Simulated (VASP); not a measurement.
A run of VASP 6.6.1:

File INCAR:

```
SYSTEM = TiAl3
  ALGO = Normal
  EDIFF = 1E-6
  EDIFFG = -0.005
  ENCUT = 600
  GGA = PE
  IBRION = 2
  ISIF = 3
  ISMEAR = 0
  IVDW = 12
  LASPH = .True.
  LCHARG = .False.
  LREAL = .False.
  LWAVE = .False.
  NELM = 100
  NSW = 70
  PREC = Accurate
  SIGMA = 0.1
```

File KPOINTS:

```
k-points
0
Gamma
  16 16 16
  0 0 0
```

Contents of POSCAR:

```
TiAl3
1.0
   -1.9226734293      1.9226734293      4.3114047963
    1.9226734293     -1.9226734293      4.3114047963
    1.9226734293      1.9226734293     -4.3114047963
Ti Al
1 3
Direct
    0.0000000000      0.0000000000      0.0000000000
    0.5000000000      0.5000000000      0.0000000000
    0.7500000000      0.2500000000      0.5000000000
    0.2500000000      0.7500000000      0.5000000000
```

Potentials or basis: VASP PAW PBE potentials, release 64 (Ti_sv, Al).

The run is started by

```sh
$ cat potpaw_PBE.64/Ti_sv/POTCAR potpaw_PBE.64/Al/POTCAR > POTCAR
$ mpirun -np 1 vasp_std > vasp.out
```

Hardware: 1 thread of AMD EPYC 9R45 96-Core Processor (Zen 5), on a shared host.

How long does it take, and how much memory?

Run time: 27 min on 1 thread of AMD EPYC 9R45 96-Core Processor (Zen 5), with other jobs on the host, peak memory 0.55 GiB. Counts: scf iterations 65, k points 349, ion steps 10.
